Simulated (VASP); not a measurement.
# Cd2S (P3m1) in VASP: further runs

The runs below take Cd2S through single point, with LDA, PBEsol, PBE, PBE-based screened hybrid.

All numbers are computed with VASP 6.6.1; they aren't measurements. Logs are shortened: lines on timing, memory, paths and dates and some standing lists are left out, and cuts for length are marked.

**1. The cell of the first run**

The structure is trigonal, space group P3m1 (No. 156). Conventional cell: a = 4.040 Å, b = 4.040 Å, c = 5.923 Å, α = 90.00°, β = 90.00°, γ = 120.00°. Within 3.4 Å of Cd (site symmetry 3m) lie 2 S at 2.56 to 3.36 Å and 3 Cd at 3.14 Å. Cd (site symmetry 3m) has 3 S at 2.65 Å and 3 Cd at 3.14 Å within 3.5 Å. Within 3.4 Å of S (site symmetry 3m) lie 5 Cd at 2.56 to 3.36 Å.

**2. Single point, LDA**

INCAR reads:

```
PREC = Accurate
ENCUT = 520
EDIFF = 1E-6
ISMEAR = -1
SIGMA = 0.05
LREAL = F
LASPH = T
NELM = 80
ALGO = Normal
ISIF = 2
LWAVE = F
LCHARG = T
LELF = T
LVHAR = T
NBANDS = 22
```

KPOINTS reads:

```
regular mesh
0
Gamma
  7 7 4
```

POSCAR reads:

```
Cd2S
1.0
    4.0403891930      0.0000000000      0.0000000000
   -2.0201945965      3.4990796824      0.0000000000
    0.0000000000      0.0000000000      5.9231266511
Cd S
2 1
Direct
    0.3333333333      0.6666666667      0.9327170000
    0.6666666667      0.3333333333      0.5787350000
    0.3333333333      0.6666666667      0.3657050000
```

Potentials or basis: VASP PAW LDA potentials, release 64 (Cd, S).

Launch:

```
$ cat potpaw_LDA.64/Cd/POTCAR potpaw_LDA.64/S/POTCAR > POTCAR
$ mpirun -np 1 vasp_std > vasp.out
```

OUTCAR:

```text
PREC = Accurate
   ENCUT = 520
   EDIFF = 1E-6
   ISMEAR = -1
   LREAL = F
   LASPH = T
   NELM = 80
   ISIF = 2

 ion  position               nearest neighbor table
   1  0.333  0.667  0.933-   3 2.56   2 3.14   2 3.14   2 3.14
   2  0.667  0.333  0.579-   3 2.65   3 2.65   3 2.65   1 3.14   1 3.14   1 3.14
   3  0.333  0.667  0.366-   1 2.56   2 2.65   2 2.65   2 2.65

  LATTYP: Found a hexagonal cell.
 ALAT       =     4.0403891930
 C/A-ratio  =     1.4659792332

  Lattice vectors:

 A1 = (   4.0403891930,   0.0000000000,   0.0000000000)
 A2 = (  -2.0201945965,   3.4990796824,   0.0000000000)
 A3 = (   0.0000000000,   0.0000000000,   5.9231266511)

Analysis of symmetry for initial positions (statically):
=====================================================================
 Subroutine PRICEL returns:
 Original cell was already a primitive cell.

 Routine SETGRP: Setting up the symmetry group for a
 hexagonal supercell.

 Subroutine GETGRP returns: Found  6 space group operations
 (whereof  6 operations were pure point group operations)
 out of a pool of 24 trial point group operations.

The static configuration has the point symmetry C_3v.

Analysis of symmetry for dynamics (positions and initial velocities):
=====================================================================
 Subroutine PRICEL returns:
 Original cell was already a primitive cell.

 Routine SETGRP: Setting up the symmetry group for a
 hexagonal supercell.

 Subroutine GETGRP returns: Found  6 space group operations
 (whereof  6 operations were pure point group operations)
 out of a pool of 24 trial point group operations.

The dynamic configuration has the point symmetry C_3v.

 Subroutine INISYM returns: Found  6 space group operations
 (whereof  6 operations are pure point group operations),
 and found     1 'primitive' translations

----------------------------------------------------------------------------------------

                                     Primitive cell

  volume of cell :      83.7391

  direct lattice vectors                    reciprocal lattice vectors
     4.040389193  0.000000000  0.000000000     0.247500909  0.142894717  0.000000000
    -2.020194597  3.499079682  0.000000000     0.000000000  0.285789433  0.000000000
     0.000000000  0.000000000  5.923126651     0.000000000  0.000000000  0.168829751

  length of vectors
     4.040389193  4.040389193  5.923126651     0.285789433  0.285789433  0.168829751

  position of ions in fractional coordinates (direct lattice)
     0.333333333  0.666666667  0.932717000
     0.666666667  0.333333333  0.578735000
     0.333333333  0.666666667  0.365705000

  ion indices of the primitive-cell ions
   primitive index   ion index
                 1           1
                 2           2
                 3           3

----------------------------------------------------------------------------------------

 KPOINTS: regular mesh

Automatic generation of k-mesh.
 Grid dimensions read from file:
 generate k-points for:    7    7    4

 Generating k-lattice:

  Cartesian coordinates                     Fractional coordinates (reciprocal lattice)
     0.035357273  0.020413531  0.000000000     0.142857143  0.000000000  0.000000000
     0.000000000  0.040827062  0.000000000     0.000000000  0.142857143  0.000000000
     0.000000000  0.000000000  0.042207438     0.000000000  0.000000000  0.250000000

  Length of vectors
     0.040827062  0.040827062  0.042207438

  Shift w.r.t. Gamma in fractional coordinates (k-lattice)
     0.000000000  0.000000000  0.000000000

 Subroutine IBZKPT returns following result:
 ===========================================

 Found     28 irreducible k-points:

 Following reciprocal coordinates:
            Coordinates               Weight
  0.000000  0.000000  0.000000      1.000000
  0.142857 -0.000000  0.000000      6.000000
  0.285714  0.000000  0.000000      6.000000
  0.428571  0.000000  0.000000      6.000000
  0.142857  0.142857  0.000000      6.000000
  0.285714  0.142857  0.000000     12.000000
[... 16 lines left out ...]
  0.285714  0.000000  0.500000      6.000000
  0.428571  0.000000  0.500000      6.000000
 [... further k-points ...]
   k-points           NKPTS =     28   k-points in BZ     NKDIM =     28   number of bands    NBANDS=     22
   number of dos      NEDOS =    301   number of ions     NIONS =      3
   total plane-waves  NPLWV =  43200
   dimension x,y,z NGX =    30 NGY =   30 NGZ =   48
   dimension x,y,z NGXF=    60 NGYF=   60 NGZF=   96
   ions per type =               2   1
   NGX,Y,Z   is equivalent  to a cutoff of  12.34, 12.34, 13.47 a.u.
   NGXF,Y,Z  is equivalent  to a cutoff of  24.69, 24.69, 26.94 a.u.
 SYSTEM =  unknown system
   PREC   = accura    normal or accurate (medium, high low for compatibility)
   ISTART =      0    job   : 0-new  1-cont  2-samecut
   ICHARG =      2    charge: 1-file 2-atom 10-const
   ISPIN  =      1    spin polarized calculation?
   LNONCOLLINEAR =      F non collinear calculations
   LSORBIT =      F    spin-orbit coupling
   LASPH  =      T    aspherical Exc in radial PAW
   ENCUT  =  520.0 eV  38.22 Ry    6.18 a.u.   7.51  7.51 11.01*2*pi/ulx,y,z
   NELM   =     80;   NELMIN=  2; NELMDL= -5     # of ELM steps
   EDIFF  = 0.1E-05   stopping-criterion for ELM
   LREAL  =      F    real-space projection
   EDIFFG = 0.1E-04   stopping-criterion for IOM
   NSW    =      0    number of steps for IOM
   IBRION =     -1    ionic relax: 0-MD 1-quasi-New 2-CG
   NFREE  =      0    steps in history (QN), initial steepest desc. (CG)
   ISIF   =      2    stress and relaxation
   ISYM   =      2    0-nonsym 1-usesym 2-fastsym
   POTIM  = 0.5000    time-step for ionic-motion
   TEBEG  =    0.0;   TEEND  =   0.0 temperature during run
   PSTRESS=    0.0 pullay stress
   NELECT =      30.0000    total number of electrons
   NUPDOWN=      -1.0000    fix difference up-down
   EMIN   =  10.00;   EMAX   =-10.00  energy-range for DOS
   EFERMI =   0.00;   METHOD = LEGACY
   ISMEAR =    -1;   SIGMA  =   0.05  broadening in eV -4-tet -1-fermi 0-gaus
   EFERMI_NEDOS =   21; number of points for ismear=-14 and -15
   IALGO  =     38    algorithm
   IMIX   =      4    mixing-type and parameters
     AMIX     =   0.40;   BMIX     =  1.00
     AMIX_MAG =   1.60;   BMIX_MAG =  1.00
  volume/ion in A,a.u.               =      27.91       188.37
  Fermi-wavevector in a.u.,A,eV,Ry     =   1.162713  2.197209 18.393740  1.351902
  Thomas-Fermi vector in A             =   2.299271
   LORBIT       =      0    0 simple, 1 ext, 2 COOP (PROOUT), +10 PAW based schemes
   GGA     = CA    functional components
   LHFCALC =     F    Hartree Fock is set to
   AEXX    =    0.0000 exact exchange contribution
   IVDW    =     0    specifies the selected vdW correction
   LEPSILON=     F    determine dielectric tensor
   LRPA    =     F    only Hartree local field effects (RPA)
 non-spin polarized calculation
  energy-cutoff  :      520.00
  volume of cell :       83.74
 maximum number of plane-waves:      2273
 NGX is ok and might be reduce to    30
   NGX = 15   NGY = 15   NGZ = 23

 number of electron      30.0000003 magnetization

 Free energy of the ion-electron system (eV)
  ---------------------------------------------------
  ext. energy  EPLUGINS =         0.00000000
  ---------------------------------------------------
  free energy    TOTEN  =        -7.89651290 eV

  energy without entropy =       -7.89550989  energy(sigma->0) =       -7.89601140

 E-fermi :   0.8796     XC(G=0):  -9.4064

 val. band max:        0.6670319846   @ k =   0.1429   0.1429   0.5000
 cond. band min:       1.1087995797   @ k =   0.4286   0.1429   0.2500
 fundamental gap:      0.4417675951
 Fermi energy:         0.8796048155

 k-point     1 :       0.0000    0.0000    0.0000
  band No.  band energies     occupation
      1     -11.5434      2.00000
      2      -7.5038      2.00000
      3      -7.5038      2.00000
      4      -7.4085      2.00000
      5      -7.4085      2.00000
      6      -7.3391      2.00000
[... 14 lines left out ...]
     21       8.6173      0.00000
     22      10.4288      0.00000

 k-point     2 :       0.1429   -0.0000    0.0000
  band No.  band energies     occupation
      1     -11.4830      2.00000
      2      -7.5099      2.00000
      3      -7.5003      2.00000
      4      -7.4086      2.00000
      5      -7.3734      2.00000
      6      -7.2968      2.00000
[... 14 lines left out ...]
     21       8.7147      0.00000
     22      10.0050      0.00000

 k-point     3 :       0.2857    0.0000    0.0000
  band No.  band energies     occupation
      1     -11.3460      2.00000
      2      -7.5091      2.00000
      3      -7.5024      2.00000
      4      -7.4078      2.00000
      5      -7.2903      2.00000
      6      -7.2746      2.00000
[... 14 lines left out ...]
     21       8.6499      0.00000
     22       9.0009      0.00000

 k-point     4 :       0.4286    0.0000    0.0000
  band No.  band energies     occupation
      1     -11.2350      2.00000
      2      -7.5122      2.00000
      3      -7.4861      2.00000
      4      -7.4267      2.00000
      5      -7.2737      2.00000
      6      -7.2124      2.00000
[... 14 lines left out ...]
     21       8.3832      0.00000
     22       9.0130      0.00000

 k-point     5 :       0.1429    0.1429    0.0000
  band No.  band energies     occupation
      1     -11.3843      2.00000
      2      -7.5145      2.00000
      3      -7.4992      2.00000
      4      -7.3985      2.00000
      5      -7.3234      2.00000
      6      -7.2702      2.00000
[... 417 lines left out ...]
 k-point    22 :       0.1429   -0.0000    0.5000
  band No.  band energies     occupation
      1     -11.3843      2.00000
      2      -7.6819      2.00000
      3      -7.4926      2.00000
      4      -7.4881      2.00000
      5      -7.4397      2.00000
      6      -7.4165      2.00000
[... 14 lines left out ...]
     21       8.8399      0.00000
     22       9.2448      0.00000

 k-point    23 :       0.2857    0.0000    0.5000
  band No.  band energies     occupation
      1     -11.2537      2.00000
      2      -7.6715      2.00000
      3      -7.4707      2.00000
      4      -7.4598      2.00000
      5      -7.3855      2.00000
      6      -7.3273      2.00000
[... 14 lines left out ...]
     21       8.2867      0.00000
     22       9.8695      0.00000

 k-point    24 :       0.4286    0.0000    0.5000
  band No.  band energies     occupation
      1     -11.1477      2.00000
      2      -7.6597      2.00000
      3      -7.4615      2.00000
      4      -7.4470      2.00000
      5      -7.3616      2.00000
      6      -7.2277      2.00000
[... 14 lines left out ...]
     21       7.9324      0.00000
     22       9.4292      0.00000

 [... further k-points ...]
[... 5 lines left out ...]
  --------------------------------------------------------------------------------------
  -------------------------------------------------------------------------------------
  Total       -2.9183952     -2.9183952     -4.1516047      0.0000000      0.0000000      0.0000000
  in kB      -55.8375861    -55.8375861    -79.4325530      0.0000000      0.0000000      0.0000000
  external PRESSURE =     -63.7025750 kB  Pullay stress =       0.0000000 kB

 VOLUME and BASIS-vectors are now :
 -----------------------------------------------------------------------------
  energy-cutoff  :      520.00
  volume of cell :       83.74
      direct lattice vectors                 reciprocal lattice vectors
     4.040389193  0.000000000  0.000000000     0.247500909  0.142894717  0.000000000
    -2.020194597  3.499079682  0.000000000     0.000000000  0.285789433  0.000000000
     0.000000000  0.000000000  5.923126651     0.000000000  0.000000000  0.168829751

 POSITION                                       TOTAL-FORCE (eV/Angst)
 -----------------------------------------------------------------------------------
     -0.00000      2.33272      5.52460        -0.000000      0.000000      0.105130
      2.02019      1.16636      3.42792        -0.000000     -0.000000     -0.327973
     -0.00000      2.33272      2.16612         0.000000      0.000000      0.222843
 -----------------------------------------------------------------------------------
    total drift:                                0.000000     -0.000000      0.000471

  FREE ENERGIE OF THE ION-ELECTRON SYSTEM (eV)
  ---------------------------------------------------
  free  energy   TOTEN  =        -7.8965129021 eV

  energy  without entropy=       -7.8955098908  energy(sigma->0) =       -7.89601140
```

Run time: 39 s. Hardware: 1 thread of Intel Xeon 6975P-C, shared host; peak memory 0.19 GiB.

What came out:

- Free energy: -7.8965 eV
- Pressure: -6.4 GPa
- Largest force: 0.328 eV/Å
- Band gap on the k mesh: 0.44 eV, indirect (least direct gap 0.72 eV)

Forces on the atoms (eV/Å):
```
Cd   0.000  0.000  0.105
Cd   0.000  0.000 -0.328
S    0.000  0.000  0.223
```

Stress tensor (GPa, compression positive):
```
-5.58  0.00  0.00
 0.00 -5.58  0.00
 0.00  0.00 -7.94
```

Levels at points of the mesh, in eV from the valence-band top:
```tsv
k point	band 12	band 13	band 14	band 15	band 16	band 17	band 18	band 19
(0.00, 0.00, 0.00)	-4.26	-3.47	-0.57	-0.57	2.95	4.83	6.66	6.66
(0.00, 0.00, 0.50)	-5.62	-0.50	-0.50	-0.12	0.92	4.69	6.22	6.22
```

A k mesh can miss the band edges. LDA gaps usually lie below the measured ones, often by a third to a half.

**3. Single point, PBEsol**

This run uses another cell than the first one, of 26.33 Å³/atom, 0.943 times its volume.

INCAR reads:

```
ALGO     = Normal         # electronic algorithm
EDIFF    = 1E-6           # SCF threshold, eV
ENCUT    = 520            # plane-wave cutoff, eV
GGA      = PS             # functional
ISIF     = 2              # what is computed and relaxed
ISMEAR   = -1             # smearing method
LASPH    = T              # aspherical terms in the spheres
LCHARG   = F              # write CHGCAR
LREAL    = F              # projectors in reciprocal space
LWAVE    = F              # write WAVECAR
NBANDS   = 22             # bands
NELM     = 60             # most SCF steps
PREC     = Accurate       # precision mode
SIGMA    = 0.05           # smearing width, eV
```

KPOINTS reads:

```
k-points
0
Gamma
  8 8 5
```

POSCAR reads:

```
Cd2S
1.0
    3.9626700490      0.0000000000      0.0000000000
   -1.9813350245      3.4317729293      0.0000000000
    0.0000000000      0.0000000000      5.8091920000
Cd S
2 1
Direct
    0.3333333333      0.6666666667      0.9327170000
    0.6666666667      0.3333333333      0.5787350000
    0.3333333333      0.6666666667      0.3657050000
```

Potentials or basis: VASP PAW PBE potentials, release 64 (Cd, S).

Launch:

```
$ cat potpaw_PBE.64/Cd/POTCAR potpaw_PBE.64/S/POTCAR > POTCAR
$ mpirun -np 1 vasp_std > vasp.out
```

It used 87 s of CPU time on 1 thread of AMD EPYC 7R13 Processor (Zen 3) (shared host).

Results (log left out):

```yaml
Free_energy: -7.2637 eV
Pressure: -2.7 GPa
Largest_force: 0.119 eV/Å
Band_gap_on_the_k_mesh: 0.22 eV, indirect (least direct gap 0.56 eV)
```

Forces in eV/Å, atoms in the order of the input:
```
Cd   0.000  0.000  0.007
Cd   0.000  0.000 -0.119
S    0.000  0.000  0.112
```

Stress tensor (GPa, compression positive):
```
-2.51  0.00  0.00
 0.00 -2.51  0.00
 0.00  0.00 -3.20
```

Levels at points of the mesh, in eV from the valence-band top:
| k point | band 11 | band 12 | band 13 | band 14 | band 15 | band 16 | band 17 | band 18 | band 19 | band 20 |
| --- | --- | --- | --- | --- | --- | --- | --- | --- | --- | --- |
| (0.00, 0.00, 0.00) | -7.55 | -4.44 | -3.66 | -0.65 | -0.65 | 3.17 | 5.04 | 6.81 | 6.81 | 8.32 |
| (0.50, 0.00, 0.00) | -7.39 | -4.43 | -2.95 | -1.53 | -1.22 | 0.60 | 3.15 | 4.69 | 5.84 | 7.42 |

Caveat: the PAW data sets were made with another functional, which shifts forces and pressure a little.

**4. Single point, PBE**

This run uses another cell than the first one, of 24.75 Å³/atom, 0.887 times its volume.

INCAR reads:

```
SYSTEM = Cd2S
ALGO     = Normal         ! electronic algorithm
EDIFF    = 1E-6           ! SCF threshold, eV
ENCUT    = 540            ! plane-wave cutoff, eV
GGA      = PE             ! functional
GGA_COMPAT= .FALSE.      
ISIF     = 2              ! what is computed and relaxed
ISMEAR   = -1             ! smearing method
LASPH    = .TRUE.         ! aspherical terms in the spheres
LCHARG   = .TRUE.         ! write CHGCAR
LELF     = .TRUE.         ! ELF
LREAL    = .FALSE.        ! projectors in reciprocal space
LVHAR    = .TRUE.       
LWAVE    = .FALSE.        ! write WAVECAR
NBANDS   = 30             ! bands
NELM     = 120            ! most SCF steps
PREC     = Accurate       ! precision mode
SIGMA    = 0.05           ! smearing width, eV
```

KPOINTS reads:

```
k-points
0
G
  8 8 5
  0 0 0
```

POSCAR reads:

```
Cd2S
1.0
    3.8817765334      0.0000000000      0.0000000000
   -1.9408882667      3.3617170898      0.0000000000
    0.0000000000      0.0000000000      5.6906037861
Cd S
2 1
Direct
    0.3333333333      0.6666666667      0.9327170000
    0.6666666667      0.3333333333      0.5787350000
    0.3333333333      0.6666666667      0.3657050000
```

Potentials or basis: VASP PAW PBE potentials, release 64 (Cd_sv_GW, S).

Launch:

```
$ cat potpaw_PBE.64/Cd_sv_GW/POTCAR potpaw_PBE.64/S/POTCAR > POTCAR
$ mpirun -np 1 vasp_std > vasp.out
```

Run time: 2.1 min. Hardware: 1 thread of Intel Xeon Platinum 8375C at 2.90GHz (Ice Lake), shared host; peak memory 0.25 GiB.

It converged, with:

- Free energy: -6.3179 eV
- Pressure: 1.6 GPa
- Largest force: 0.168 eV/Å
- Band gap on the k mesh: 0.21 eV, indirect (least direct gap 0.59 eV)

Forces on the atoms (eV/Å):
```
Cd   0.000  0.000 -0.085
Cd   0.000  0.000  0.168
S    0.000  0.000 -0.083
```

Stress tensor (GPa, compression positive):
```
1.07 0.00 0.00
0.00 1.07 0.00
0.00 0.00 2.55
```

Levels at points of the mesh, in eV from the valence-band top:
```tsv
k point	band 20	band 21	band 22	band 23	band 24	band 25	band 26	band 27
(0.00, 0.00, 0.00)	-4.63	-3.87	-0.75	-0.75	3.38	5.23	6.95	6.95
(0.50, 0.00, 0.00)	-4.74	-3.18	-1.71	-1.19	0.55	3.26	4.78	6.04
```

**5. Single point, PBE-based screened hybrid**

This run uses another cell than the first one, of 26.33 Å³/atom, 0.943 times its volume.

POSCAR reads:

```
Cd2S
1.0
    3.9626700490      0.0000000000      0.0000000000
   -1.9813350245      3.4317729293      0.0000000000
    0.0000000000      0.0000000000      5.8091920000
Cd S
2 1
Direct
    0.3333333333      0.6666666667      0.9327170000
    0.6666666667      0.3333333333      0.5787350000
    0.3333333333      0.6666666667      0.3657050000
```

INCAR.step1 reads:

```
ALGO = Normal
EDIFF = 1E-5
ENCUT = 520
GGA = PE
ISIF = 2
ISMEAR = -1
LASPH = True
LREAL = False
LWAVE = True
NBANDS = 22
NELM = 80
PREC = Accurate
SIGMA = 0.05
```

INCAR.step2 reads:

```
AEXX = 0.25
ALGO = Normal
EDIFF = 1E-6
ENCUT = 520
GGA = PE
HFSCREEN = 0.2
ISIF = 2
ISMEAR = -1
ISTART = 1
LASPH = True
LCHARG = True
LELF = True
LHFCALC = True
LREAL = False
LVHAR = True
LWAVE = False
NBANDS = 22
NELM = 80
PREC = Accurate
PRECFOCK = Normal
SIGMA = 0.05
```

KPOINTS reads:

```
k-points
0
Gamma
  4 4 3
```

Potentials or basis: VASP PAW PBE potentials, release 64 (Cd, S).

Launch:

```
$ cat potpaw_PBE.64/Cd/POTCAR potpaw_PBE.64/S/POTCAR > POTCAR
$ cp INCAR.step1 INCAR
$ mpirun -np 1 vasp_std > vasp.out
$ cp INCAR.step2 INCAR
$ mpirun -np 1 vasp_std > vasp.out
```

Run time: 24 min. Hardware: 1 thread of Intel Xeon 6975P-C, shared host; peak memory 0.32 GiB.

The run converged. Its results:

```yaml
Free_energy: -7.7983 eV
Pressure: -1.2 GPa
Largest_force: 0.223 eV/Å
Band_gap_on_the_k_mesh: 1.12 eV, indirect (least direct gap 1.83 eV)
```

Forces in eV/Å, atoms in the order of the input:
```
Cd   0.000  0.000  0.167
Cd   0.000  0.000 -0.223
S    0.000  0.000  0.057
```

Levels at points of the mesh, in eV from the valence-band top:
```tsv
k point	band 13	band 14	band 15	band 16	band 17	band 18
(0.00, 0.00, 0.00)	-3.79	-0.71	-0.71	4.37	6.17	8.04
(0.50, 0.00, 0.00)	-3.09	-1.65	-0.76	1.12	4.21	5.76
```

Caveat: the k points lie up to 0.46 Å⁻¹ apart; the PAW data sets were made with another functional, which shifts forces and pressure a little. A k mesh can miss the band edges.

(Part 1 of 2 ends here.)
